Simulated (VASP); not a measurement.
# HC4 in VASP: a series of runs, part 2 of 2

VASP 6.6.1.

**4. Single point, PBE**

Contents of INCAR:

```
PREC     = Accurate       # precision mode
ENCUT    = 520            # plane-wave cutoff, eV
EDIFF    = 1E-7           # SCF threshold, eV
ISMEAR   = -1             # smearing method
SIGMA    = 0.02           # smearing width, eV
LREAL    = Auto         
LASPH    = True           # aspherical terms in the spheres
NELM     = 80             # most SCF steps
ALGO     = Normal         # electronic algorithm
ISIF     = 2              # what is computed and relaxed
LWAVE    = False          # write WAVECAR
LCHARG   = False          # write CHGCAR
GGA      = PE             # functional
NBANDS   = 72             # bands
```

Contents of KPOINTS:

```
Automatic mesh
0
Gamma
  2 3 1
```

Contents of POSCAR:

```
HC4
1.0
    7.5731140000      0.0000000000      0.0000000000
    2.5243710000      4.3723390000      0.0000000000
    0.0000000000      0.0000000000     15.6764260000
H C
6 24
Direct
    0.1111147773      0.1666613682      0.0637900501
    0.4444518959      0.1666613682      0.0637900501
    0.7777758100      0.1666613682      0.0637900501
    0.1111143667      0.6666683439      0.0637900501
    0.4444382808      0.6666683439      0.0637900501
    0.7777753994      0.6666683439      0.0637900501
    0.1111147773      0.1666613682      0.1339591052
    0.4444518959      0.1666613682      0.1339591052
    0.7777758100      0.1666613682      0.1339591052
    0.1111143667      0.6666683439      0.1339591052
    0.4444382808      0.6666683439      0.1339591052
    0.7777753994      0.6666683439      0.1339591052
   -0.1111075641      0.3333227364      0.1668301180
    0.2222295545      0.3333227364      0.1668301180
    0.5555534686      0.3333227364      0.1668301180
   -0.1111079747      0.8333297121      0.1668301180
    0.2222291440      0.8333297121      0.1668301180
    0.5555530580      0.8333297121      0.1668301180
   -0.1291141942      0.3585037665      0.3069641001
    0.1979121590      0.3460619133      0.2807655265
    0.5554539808      0.3166268672      0.2764788352
   -0.1318320068      0.8494309339      0.2712225350
    0.2084780744      0.8353652359      0.2953670690
    0.5274762280      0.8653491872      0.2707696257
   -0.0051639705      0.0162841902      0.3080549100
    0.3213379224      0.0010978106      0.2959156634
    0.6486312119     -0.0105206847      0.2958965264
   -0.0100773358      0.5176405581      0.3039276937
    0.3111986803      0.4938089201      0.2886691137
    0.6556601861      0.5102303367      0.3116526688
```

Potentials or basis: VASP PAW PBE potentials, release 64 (H, C).

Launch:

```console
$ cat potpaw_PBE.64/H/POTCAR potpaw_PBE.64/C/POTCAR > POTCAR
$ mpirun -np 1 vasp_std > vasp.out
```

OUTCAR:

```text
PREC = Accurate
   ENCUT = 520
   EDIFF = 1E-7
   ISMEAR = -1
   LREAL = Auto
   LASPH = True
   NELM = 80
   ISIF = 2
   GGA = PE

 ion  position               nearest neighbor table
   1  0.111  0.167  0.064-   7 1.10
   2  0.444  0.167  0.064-   8 1.10
   3  0.778  0.167  0.064-   9 1.10
   4  0.111  0.667  0.064-  10 1.10
   5  0.444  0.667  0.064-  11 1.10
   6  0.778  0.667  0.064-  12 1.10
   7  0.111  0.167  0.134-   1 1.10  17 1.55  14 1.55  13 1.55
   8  0.444  0.167  0.134-   2 1.10  15 1.55  18 1.55  14 1.55
   9  0.778  0.167  0.134-   3 1.10  16 1.55  15 1.55  13 1.55
  10  0.111  0.667  0.134-   4 1.10  16 1.55  17 1.55  14 1.55
  11  0.444  0.667  0.134-   5 1.10  17 1.55  18 1.55  15 1.55
  12  0.778  0.667  0.134-   6 1.10  18 1.55  16 1.55  13 1.55
  13  0.889  0.333  0.167-   7 1.55   9 1.55  12 1.55
  14  0.222  0.333  0.167-   7 1.55   8 1.55  10 1.55  20 1.79
  15  0.556  0.333  0.167-   8 1.55   9 1.55  11 1.55  21 1.72
  16  0.889  0.833  0.167-   9 1.55  10 1.55  12 1.55  22 1.64
  17  0.222  0.833  0.167-  11 1.55   7 1.55  10 1.55  23 2.02
  18  0.556  0.833  0.167-   8 1.55  11 1.55  12 1.55  24 1.64
[... 260 lines left out ...]
  band No.  band energies     occupation
      1     -20.5343      2.00000
      2     -18.4903      2.00000
      3     -17.9973      2.00000
      4     -17.7355      2.00000
      5     -16.1552      2.00000
      6     -16.0575      2.00000
[... 253 lines left out ...]
     62       5.3723      0.00000
     63       5.9068      0.00000
 [bands above 63 left out]

------------------------ aborting loop because EDIFF is reached ----------------------------------------

  FORCE on cell =-STRESS in cart. coord.  units (eV):
  Direction    XX          YY          ZZ          XY          YZ          ZX
  --------------------------------------------------------------------------------------
  -------------------------------------------------------------------------------------
  Total       -0.7811113     -7.6725425    -12.5632597     -0.4281392      2.4081352     -0.0742691
  in kB       -2.4109496    -23.6817892    -38.7772977     -1.3214787      7.4328620     -0.2292362
  external PRESSURE =     -21.6233455 kB  Pullay stress =       0.0000000 kB

 VOLUME and BASIS-vectors are now :
 -----------------------------------------------------------------------------
  energy-cutoff  :      520.00
  volume of cell :      519.08
      direct lattice vectors                 reciprocal lattice vectors
     7.573114000  0.000000000  0.000000000     0.132046078 -0.076236836  0.000000000
     2.524371000  4.372339000  0.000000000     0.000000000  0.228710537  0.000000000
     0.000000000  0.000000000 15.676426000     0.000000000  0.000000000  0.063790050

 POSITION                                       TOTAL-FORCE (eV/Angst)
 -----------------------------------------------------------------------------------
      1.26220      0.72870      1.00000         0.008636     -0.057163     -0.385616
      3.78660      0.72870      1.00000        -0.047586      0.109503     -0.267535
      6.31090      0.72870      1.00000         0.070555      0.069111     -0.487604
      2.52440      2.91490      1.00000        -0.032254      0.005802     -0.394286
      5.04870      2.91490      1.00000        -0.110034     -0.002424     -0.348373
      7.57310      2.91490      1.00000        -0.056537     -0.050515     -0.503737
[... 22 lines left out ...]
      3.60330      2.15910      4.52530         4.791792      2.317499      0.418121
      6.25340      2.23090      4.88560        -1.978515      0.525491     -1.786901
 -----------------------------------------------------------------------------------
    total drift:                               -0.022619     -0.027482      0.019720

  FREE ENERGIE OF THE ION-ELECTRON SYSTEM (eV)
  ---------------------------------------------------
  free  energy   TOTEN  =      -225.9107553053 eV

  energy  without entropy=     -225.8865326344  energy(sigma->0) =     -225.89864397
```

OSZICAR:

```text
N       E                     dE             d eps       ncg     rms          rms(c)
DAV:   1     0.734661402362E+03    0.73466E+03   -0.44312E+04   576   0.119E+03
DAV:   2    -0.137752813096E+03   -0.87241E+03   -0.83405E+03   808   0.286E+02
DAV:   3    -0.235505958825E+03   -0.97753E+02   -0.96793E+02   728   0.957E+01
[... 23 lines left out ...]
DAV:  27    -0.225910750737E+03   -0.70219E-05   -0.52071E-07   448   0.118E-03    0.487E-04
DAV:  28    -0.225910753522E+03   -0.27849E-05   -0.22140E-07   472   0.666E-04    0.427E-04
DAV:  29    -0.225910754949E+03   -0.14264E-05   -0.19626E-07   448   0.512E-04    0.181E-04
DAV:  30    -0.225910755207E+03   -0.25869E-06   -0.21592E-08   456   0.264E-04    0.112E-04
DAV:  31    -0.225910755305E+03   -0.97983E-07   -0.11344E-08   448   0.186E-04
   1 F= -.22591076E+03 E0= -.22589864E+03  d E =-.242227E-01
```

It took 5.4 min on 1 thread of Intel Xeon 6975P-C (Granite Rapids), shared host; peak memory 0.55 GiB.

Results:

```
Free energy            : -225.9108 eV
Largest force          : 6.198 eV/Å
Band gap on the k mesh : zero (band 51 reaches 0.05 eV, above the bottom of band 52 at 0.02 eV)
```

Forces in eV/Å, atoms in the order of the input:
```
H    0.009 -0.057 -0.386
H   -0.048  0.110 -0.268
H    0.071  0.069 -0.488
H   -0.032  0.006 -0.394
H   -0.110 -0.002 -0.348
H   -0.057 -0.051 -0.504
C   -0.408  0.153  3.504
C    0.005  0.060  2.141
C    0.275  0.016  2.675
C    0.005  0.057  2.562
C   -0.129  0.061  2.518
C    0.145 -0.244  2.804
C    0.321 -0.135 -3.372
C   -0.364  0.287 -2.202
C    0.322 -0.345 -0.643
C   -0.629  0.491 -0.393
C    0.241 -0.899 -2.926
C   -0.728  0.416 -1.066
C    0.520 -0.768  0.105
C    0.234 -2.709 -0.173
C   -1.326  3.194  0.431
C    2.126 -1.560  0.826
C    0.449 -0.215 -0.913
C    0.778 -6.145  0.228
C   -3.561 -0.329 -0.732
C   -2.182  1.568 -0.102
C    3.606  2.816 -0.705
C   -2.347  1.311 -0.811
C    4.792  2.317  0.418
C   -1.979  0.525 -1.787
```

Caveat: the k points lie up to 0.48 Å⁻¹ apart.
